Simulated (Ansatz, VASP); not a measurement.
# Two plane-wave programs on GaSb3

```
Sb Ga
1.0
     0.00000    3.73060    3.73060
     3.73060    0.00000    3.73060
     3.73060    3.73060    0.00000
Sb Ga
3 1
Direct
  0.50000 0.50000 0.50000
  0.75000 0.75000 0.75000
  0.25000 0.25000 0.25000
  0.00000 0.00000 0.00000
```

Alike in both runs: task single point; functional PBE; k mesh 6 × 6 × 6; occupations fermi-dirac, width 0.05 eV; no spin polarisation.

|  | VASP | Ansatz |
| --- | --- | --- |
| version | VASP 6.6.1 | Ansatz 0.2.0 |
| potentials or method | VASP PAW PBE potentials, release 64 (Sb, Ga_d) | Ansatz PAW |
| plane-wave cutoff (eV) | 520 | 420 |
| valence electrons in the cell | 28 | 58 |

|  | VASP | Ansatz | Ansatz less VASP |
| --- | --- | --- | --- |
| gap on the k mesh at the Fermi level (eV) | none | none | - |
| pressure (GPa) | -0.6 | -0.5 | +0.10 |

A gap of «none» marks a metal or a gap that the smearing closes. VASP's potentials hold 28 valence electrons a cell and Ansatz's 58, so a difference there can come from the potentials and not from the codes.

Spin-orbit coupling is off throughout.
